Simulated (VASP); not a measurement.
BaO, 2 atoms in the cell. Symmetry: Fm-3m, No. 225, cubic system. The conventional cell has a = 5.572 Å, b = 5.572 Å, c = 5.572 Å, α = 90.00°, β = 90.00°, γ = 90.00°. Within 3.7 Å of Ba (site symmetry m-3m) lie 6 O at 2.79 Å. O (site symmetry m-3m) has 6 Ba at 2.79 Å within 3.7 Å. 

* Program: VASP 6.6.1
* Task: single point
* Functional: PBE
* Potentials or basis: VASP PAW PBE potentials, release 64 (Ba_sv, O)
* Cutoff: 600 eV
* k mesh: 6 × 6 × 6
* Occupations: gaussian, width 0.01 eV
* Spin: no spin polarisation
* Dipole correction: no
* Further INCAR settings: ALGO = Normal; EDIFF = 1e-06; NBANDS = 15

Potentials or basis: VASP PAW PBE potentials, release 64 (Ba_sv, O).

Run with:

```console
$ cat potpaw_PBE.64/Ba_sv/POTCAR potpaw_PBE.64/O/POTCAR > POTCAR
$ mpirun -np 1 vasp_std > vasp.out
```

Hardware: 1 thread of Intel(R) Xeon(R) 6975P-C (Granite Rapids), with other jobs on the host.

Question: Estimate the wall time of this run.

Answer: Wall time 5.3 s on 1 thread of Intel(R) Xeon(R) 6975P-C (Granite Rapids), with other jobs on the host, peak memory 0.17 GiB. Counts: scf iterations 13, k points 16.
